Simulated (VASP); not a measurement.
# Sc5W (F-43m) in VASP: further runs

Runs on Sc5W. Level: PBE. Tasks: single point.

All numbers are computed with VASP 6.6.1; they aren't measurements. Logs are shortened: lines on timing, memory, paths and dates and some standing lists are left out, and cuts for length are marked.

### 1 The cell of the first run

The structure is cubic, space group F-43m (No. 216). Conventional cell: a = 7.929 Å, b = 7.929 Å, c = 7.929 Å, α = 90.00°, β = 90.00°, γ = 90.00°. Within 2.6 Å of Sc (site symmetry 3m) lie 1 W at 1.98 Å and 3 Sc at 2.37 Å. Within 4.4 Å of Sc (site symmetry -43m) lie 12 Sc at 3.34 Å and 4 W at 3.43 Å. Within 2.6 Å of W (site symmetry -43m) lie 4 Sc at 1.98 Å.

### 2 Single point, PBE

The input, INCAR:

```
  PREC = Accurate
  ENCUT = 520
  EDIFF = 1E-6
  ISMEAR = 0
  SIGMA = 0.1
  LREAL = F
  LASPH = T
  NELM = 80
  ALGO = Normal
  ISIF = 2
  LWAVE = F
  LCHARG = F
  GGA = PE
  NBANDS = 44
```

The input, KPOINTS:

```
Automatic mesh
0
Gamma
  4 4 4
```

The input, POSCAR:

```
Sc5W
1.0
    0.0000000000      3.9643148000      3.9643148000
    3.9643148000      0.0000000000      3.9643148000
    3.9643148000      3.9643148000      0.0000000000
Sc W
5 1
Direct
    0.3558961400      0.3558961400      0.3558961400
    0.3558961400      0.3558961400      0.9323115900
    0.3558961400      0.9323115900      0.3558961400
    0.9323115900      0.3558961400      0.3558961400
    0.7500000000      0.7500000000      0.7500000000
    0.5000000000      0.5000000000      0.5000000000
```

Potentials or basis: VASP PAW PBE potentials, release 64 (Sc_sv, W_sv).

Started as:

```console
$ cat potpaw_PBE.64/Sc_sv/POTCAR potpaw_PBE.64/W_sv/POTCAR > POTCAR
$ mpirun -np 1 vasp_std > vasp.out
```

OUTCAR:

```text
PREC = Accurate
   ENCUT = 520
   EDIFF = 1E-6
   ISMEAR = 0
   LREAL = F
   LASPH = T
   NELM = 80
   ISIF = 2
   GGA = PE

 ion  position               nearest neighbor table
   1  0.356  0.356  0.356-   6 1.98   3 2.37   4 2.37   2 2.37   3 3.23   2 3.23   4 3.23   5 3.34
                             5 3.34   5 3.34
   2  0.356  0.356  0.932-   6 1.98   3 2.37   4 2.37   1 2.37   4 3.23   3 3.23   1 3.23   5 3.34
                             5 3.34   5 3.34
   3  0.356  0.932  0.356-   6 1.98   2 2.37   4 2.37   1 2.37   4 3.23   2 3.23   1 3.23   5 3.34
                             5 3.34   5 3.34
   4  0.932  0.356  0.356-   6 1.98   2 2.37   3 2.37   1 2.37   3 3.23   2 3.23   1 3.23   5 3.34
                             5 3.34   5 3.34
   5  0.750  0.750  0.750-   2 3.34   3 3.34   4 3.34   1 3.34   1 3.34   1 3.34   3 3.34   3 3.34
                             4 3.34   2 3.34   2 3.34   4 3.34   6 3.43   6 3.43   6 3.43   6 3.43
   6  0.500  0.500  0.500-   1 1.98   2 1.98   3 1.98   4 1.98   5 3.43   5 3.43   5 3.43   5 3.43

  LATTYP: Found a face centered cubic cell.
 ALAT       =     7.9286296000

  Lattice vectors:

 A1 = (   0.0000000000,   3.9643148000,   3.9643148000)
 A2 = (   3.9643148000,   0.0000000000,   3.9643148000)
 A3 = (   3.9643148000,   3.9643148000,   0.0000000000)

Analysis of symmetry for initial positions (statically):
=====================================================================
 Subroutine PRICEL returns:
 Original cell was already a primitive cell.

 Routine SETGRP: Setting up the symmetry group for a
 face centered cubic supercell.

 Subroutine GETGRP returns: Found 24 space group operations
 (whereof 24 operations were pure point group operations)
 out of a pool of 48 trial point group operations.

The static configuration has the point symmetry T_d .

Analysis of symmetry for dynamics (positions and initial velocities):
=====================================================================
 Subroutine PRICEL returns:
 Original cell was already a primitive cell.

 Routine SETGRP: Setting up the symmetry group for a
 face centered cubic supercell.

 Subroutine GETGRP returns: Found 24 space group operations
 (whereof 24 operations were pure point group operations)
 out of a pool of 48 trial point group operations.

The dynamic configuration has the point symmetry T_d .

 Subroutine INISYM returns: Found 24 space group operations
 (whereof 24 operations are pure point group operations),
 and found     1 'primitive' translations

----------------------------------------------------------------------------------------

                                     Primitive cell

  volume of cell :     124.6047

  direct lattice vectors                    reciprocal lattice vectors
     0.000000000  3.964314800  3.964314800    -0.126125201  0.126125201  0.126125201
     3.964314800  0.000000000  3.964314800     0.126125201 -0.126125201  0.126125201
     3.964314800  3.964314800  0.000000000     0.126125201  0.126125201 -0.126125201

  length of vectors
     5.606387756  5.606387756  5.606387756     0.218455256  0.218455256  0.218455256

  position of ions in fractional coordinates (direct lattice)
     0.355896140  0.355896140  0.355896140
     0.355896140  0.355896140  0.932311590
     0.355896140  0.932311590  0.355896140
     0.932311590  0.355896140  0.355896140
     0.750000000  0.750000000  0.750000000
     0.500000000  0.500000000  0.500000000

  ion indices of the primitive-cell ions
   primitive index   ion index
                 1           1
                 2           2
                 3           3
                 4           4
                 5           5
                 6           6

----------------------------------------------------------------------------------------

 KPOINTS: Automatic mesh

Automatic generation of k-mesh.
 Grid dimensions read from file:
 generate k-points for:    4    4    4

 Generating k-lattice:

  Cartesian coordinates                     Fractional coordinates (reciprocal lattice)
    -0.031531300  0.031531300  0.031531300     0.250000000  0.000000000  0.000000000
     0.031531300 -0.031531300  0.031531300     0.000000000  0.250000000  0.000000000
     0.031531300  0.031531300 -0.031531300     0.000000000  0.000000000  0.250000000

  Length of vectors
     0.054613814  0.054613814  0.054613814

  Shift w.r.t. Gamma in fractional coordinates (k-lattice)
     0.000000000  0.000000000  0.000000000

 Subroutine IBZKPT returns following result:
 ===========================================

 Found      8 irreducible k-points:

 Following reciprocal coordinates:
            Coordinates               Weight
  0.000000  0.000000  0.000000      1.000000
  0.250000  0.000000  0.000000      8.000000
  0.500000  0.000000  0.000000      4.000000
  0.250000  0.250000  0.000000      6.000000
  0.500000  0.250000  0.000000     24.000000
 -0.250000  0.250000  0.000000     12.000000
  0.500000  0.500000  0.000000      3.000000
 -0.250000  0.500000  0.250000      6.000000
   k-points           NKPTS =      8   k-points in BZ     NKDIM =      8   number of bands    NBANDS=     44
   number of dos      NEDOS =    301   number of ions     NIONS =      6
   total plane-waves  NPLWV =  74088
   dimension x,y,z NGX =    42 NGY =   42 NGZ =   42
   dimension x,y,z NGXF=    84 NGYF=   84 NGZF=   84
   ions per type =               5   1
   NGX,Y,Z   is equivalent  to a cutoff of  12.45, 12.45, 12.45 a.u.
   NGXF,Y,Z  is equivalent  to a cutoff of  24.91, 24.91, 24.91 a.u.
 SYSTEM =  unknown system
   PREC   = accura    normal or accurate (medium, high low for compatibility)
   ISTART =      0    job   : 0-new  1-cont  2-samecut
   ICHARG =      2    charge: 1-file 2-atom 10-const
   ISPIN  =      1    spin polarized calculation?
   LNONCOLLINEAR =      F non collinear calculations
   LSORBIT =      F    spin-orbit coupling
   LASPH  =      T    aspherical Exc in radial PAW
   ENCUT  =  520.0 eV  38.22 Ry    6.18 a.u.  10.42 10.42 10.42*2*pi/ulx,y,z
   NELM   =     80;   NELMIN=  2; NELMDL= -5     # of ELM steps
   EDIFF  = 0.1E-05   stopping-criterion for ELM
   LREAL  =      F    real-space projection
   EDIFFG = 0.1E-04   stopping-criterion for IOM
   NSW    =      0    number of steps for IOM
   IBRION =     -1    ionic relax: 0-MD 1-quasi-New 2-CG
   NFREE  =      0    steps in history (QN), initial steepest desc. (CG)
   ISIF   =      2    stress and relaxation
   ISYM   =      2    0-nonsym 1-usesym 2-fastsym
   POTIM  = 0.5000    time-step for ionic-motion
   TEBEG  =    0.0;   TEEND  =   0.0 temperature during run
   PSTRESS=    0.0 pullay stress
   NELECT =      69.0000    total number of electrons
   NUPDOWN=      -1.0000    fix difference up-down
   EMIN   =  10.00;   EMAX   =-10.00  energy-range for DOS
   EFERMI =   0.00;   METHOD = LEGACY
   ISMEAR =     0;   SIGMA  =   0.10  broadening in eV -4-tet -1-fermi 0-gaus
   EFERMI_NEDOS =   21; number of points for ismear=-14 and -15
   IALGO  =     38    algorithm
   IMIX   =      4    mixing-type and parameters
     AMIX     =   0.40;   BMIX     =  1.00
     AMIX_MAG =   1.60;   BMIX_MAG =  1.00
  volume/ion in A,a.u.               =      20.77       140.15
  Fermi-wavevector in a.u.,A,eV,Ry     =   1.344352  2.540457 24.589576  1.807283
  Thomas-Fermi vector in A             =   2.472353
   LORBIT       =      0    0 simple, 1 ext, 2 COOP (PROOUT), +10 PAW based schemes
   GGA     = PE    functional components
   LHFCALC =     F    Hartree Fock is set to
   AEXX    =    0.0000 exact exchange contribution
   IVDW    =     0    specifies the selected vdW correction
   LEPSILON=     F    determine dielectric tensor
   LRPA    =     F    only Hartree local field effects (RPA)
 non-spin polarized calculation
 Gauss-broadening in eV      SIGMA  =   0.10
  energy-cutoff  :      520.00
  volume of cell :      124.60
 maximum number of plane-waves:      3383
 NGX is ok and might be reduce to    42
   NGX = 21   NGY = 21   NGZ = 21

 number of electron      68.9999995 magnetization

 Free energy of the ion-electron system (eV)
  ---------------------------------------------------
  ext. energy  EPLUGINS =         0.00000000
  ---------------------------------------------------
  free energy    TOTEN  =       -25.00612689 eV

  energy without entropy =      -24.96623651  energy(sigma->0) =      -24.98618170

 E-fermi :   4.7066     XC(G=0): -10.3239

 val. band max:        4.6705716081   @ k =  -0.2500   0.5000   0.2500
 cond. band min:       4.7245433134   @ k =   0.5000   0.0000   0.0000
 fundamental gap:      0.0539717053
 Fermi energy:         4.7065955978

 k-point     1 :       0.0000    0.0000    0.0000
  band No.  band energies     occupation
      1     -69.1043      2.00000
      2     -45.1384      2.00000
      3     -44.3004      2.00000
      4     -43.9510      2.00000
      5     -43.9510      2.00000
      6     -43.9510      2.00000
[... 36 lines left out ...]
     43       8.1345      0.00000
     44       8.1356      0.00000

 k-point     2 :       0.2500    0.0000    0.0000
  band No.  band energies     occupation
      1     -69.1042      2.00000
      2     -45.1382      2.00000
      3     -44.4009      2.00000
      4     -43.9512      2.00000
      5     -43.9512      2.00000
      6     -43.8388      2.00000
[... 36 lines left out ...]
     43       7.4873      0.00000
     44       7.6954      0.00000

 k-point     3 :       0.5000    0.0000    0.0000
  band No.  band energies     occupation
      1     -69.1041      2.00000
      2     -45.1380      2.00000
      3     -44.4714      2.00000
      4     -43.9515      2.00000
      5     -43.9515      2.00000
      6     -43.7565      2.00000
[... 224 lines left out ...]
     43       6.5407      0.00000
     44       7.4204      0.00000

 k-point     8 :      -0.2500    0.5000    0.2500
  band No.  band energies     occupation
      1     -69.1041      2.00000
      2     -45.1380      2.00000
      3     -44.5102      2.00000
      4     -43.9519      2.00000
      5     -43.9518      2.00000
      6     -43.7091      2.00000
[... 36 lines left out ...]
     43       7.0483      0.00000
     44       7.1469      0.00000

------------------------ aborting loop because EDIFF is reached ----------------------------------------

  FORCE on cell =-STRESS in cart. coord.  units (eV):
  Direction    XX          YY          ZZ          XY          YZ          ZX
  --------------------------------------------------------------------------------------
  -------------------------------------------------------------------------------------
  Total       37.6537730     37.6537730     37.6537730     -0.0000000      0.0000000     -0.0000000
  in kB      484.1552942    484.1552942    484.1552942     -0.0000000      0.0000000     -0.0000000
  external PRESSURE =     484.1552942 kB  Pullay stress =       0.0000000 kB

 VOLUME and BASIS-vectors are now :
 -----------------------------------------------------------------------------
  energy-cutoff  :      520.00
  volume of cell :      124.60
      direct lattice vectors                 reciprocal lattice vectors
     0.000000000  3.964314800  3.964314800    -0.126125201  0.126125201  0.126125201
     3.964314800  0.000000000  3.964314800     0.126125201 -0.126125201  0.126125201
     3.964314800  3.964314800  0.000000000     0.126125201  0.126125201 -0.126125201

 POSITION                                       TOTAL-FORCE (eV/Angst)
 -----------------------------------------------------------------------------------
      2.82177      2.82177      2.82177        -2.175436     -2.175436     -2.175436
      5.10686      5.10686      2.82177         2.175436      2.175436     -2.175436
      5.10686      2.82177      5.10686         2.175436     -2.175436      2.175436
      2.82177      5.10686      5.10686        -2.175436      2.175436      2.175436
      5.94647      5.94647      5.94647         0.000000      0.000000      0.000000
      3.96431      3.96431      3.96431         0.000000      0.000000     -0.000000
 -----------------------------------------------------------------------------------
    total drift:                               -0.000087     -0.000087     -0.000088

  FREE ENERGIE OF THE ION-ELECTRON SYSTEM (eV)
  ---------------------------------------------------
  free  energy   TOTEN  =       -25.0061268949 eV

  energy  without entropy=      -24.9662365054  energy(sigma->0) =      -24.98618170
```

Wall time 67 s (1 thread of Intel Xeon Platinum 8375C at 2.90GHz (Ice Lake), shared host); peak memory 0.25 GiB.

What came out:

| Property | Result |
| --- | --- |
| Free energy | -25.0061 eV |
| Pressure | 48.4 GPa |
| Largest force | 3.768 eV/Å |

Forces in eV/Å, atoms in the order of the input:
```
Sc  -2.175 -2.175 -2.175
Sc   2.175  2.175 -2.175
Sc   2.175 -2.175  2.175
Sc  -2.175  2.175  2.175
Sc   0.000  0.000  0.000
W    0.000  0.000  0.000
```

Caveat: spin-orbit coupling is left out, which moves the levels of the heavy elements; forces of over 1 eV/Å act on the atoms, so gaps and moduli don't describe the material at rest.

[end of part 1 of 2]
